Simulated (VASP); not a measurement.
Wanted: the native input for a VASP 6.6.1 run.

```yaml
Task: single point
Functional: PBEsol
Potentials_or_basis: VASP PAW PBE potentials, release 64 (Na_pv, Cl)
Cutoff: 520 eV
k_mesh: 6 × 6 × 6
Occupations: gaussian, width 0.02 eV
Spin: no spin polarisation
Dipole_correction: no
Further_INCAR_settings: ALGO = Normal; EDIFF = 1e-06; NBANDS = 14
```

The structure of NaCl lies in POSCAR:

```
NaCl
1.0
    3.5021900000      0.0000000000      0.0000000000
    0.0000000000      3.5021900000      0.0000000000
    0.0000000000      0.0000000000      3.5021900000
Na Cl
1 1
Direct
    0.0000000000      0.0000000000      0.0000000000
    0.4810290133      0.5581236312      0.4802751992
```

This cell differs from its parent crystal: one atom moved.

These files were run (other wordings do the same):

INCAR

```
SYSTEM = NaCl
PREC = Accurate
ENCUT = 520
EDIFF = 1E-6
ISMEAR = 0
SIGMA = 0.02
LREAL = .FALSE.
LASPH = .TRUE.
NELM = 60
ALGO = Normal
ISIF = 2
LWAVE = .FALSE.
LCHARG = .FALSE.
GGA = PS
NBANDS = 14
```

KPOINTS

```
regular mesh
0
G
  6 6 6
  0 0 0
```

Potentials or basis: VASP PAW PBE potentials, release 64 (Na_pv, Cl).

The run is started by

```sh
$ cat potpaw_PBE.64/Na_pv/POTCAR potpaw_PBE.64/Cl/POTCAR > POTCAR
$ mpirun -np 1 vasp_std > vasp.out
```

It gave:

```yaml
Pressure: -0.8 GPa
Largest_force: 0.082 eV/Å
Band_gap_on_the_k_mesh: 3.85 eV, indirect (least direct gap 4.35 eV)
```

Caveat: the cell differs from its parent crystal (one atom moved); the PAW data sets were made with another functional, which shifts forces and pressure a little.

Run time: 33 s on 1 thread of Intel(R) Xeon(R) Platinum 8488C (Sapphire Rapids) (shared host), peak memory 0.19 GiB.
